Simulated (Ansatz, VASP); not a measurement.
# AlN in VASP and in Ansatz

```
Al N
1.0
     0.00000    2.11012    2.11012
     2.11012    0.00000    2.11012
     2.11012    2.11012    0.00000
Al N
1 1
Direct
  0.00000 0.00000 0.00000
  0.50000 0.50000 0.50000
```

Change from the starting cell: hydrostatic strain +4.5%.

Alike in both runs: task single point; functional r2SCAN; k mesh 10 × 10 × 10; no spin polarisation.

```csv
,VASP,Ansatz
version,VASP 6.6.1,Ansatz 0.2.0
potentials or method,"VASP PAW PBE potentials, release 64 (Al, N)","plane waves, PAW"
plane-wave cutoff (eV),520,500
occupations,"gaussian, width 0.01 eV",fixed
valence electrons in the cell,8,8
```

|  | VASP | Ansatz | Ansatz less VASP |
| --- | --- | --- | --- |
| gap on the k mesh at the Fermi level (eV) | 4.25 | 4.24 | -0.002 |
| pressure (GPa) | -28.8 | -28.2 | +0.67 |

VASP's potentials were made for PBE, not for r2SCAN. Both programs put the cell under strong tension, so it lies far from rest at this level.
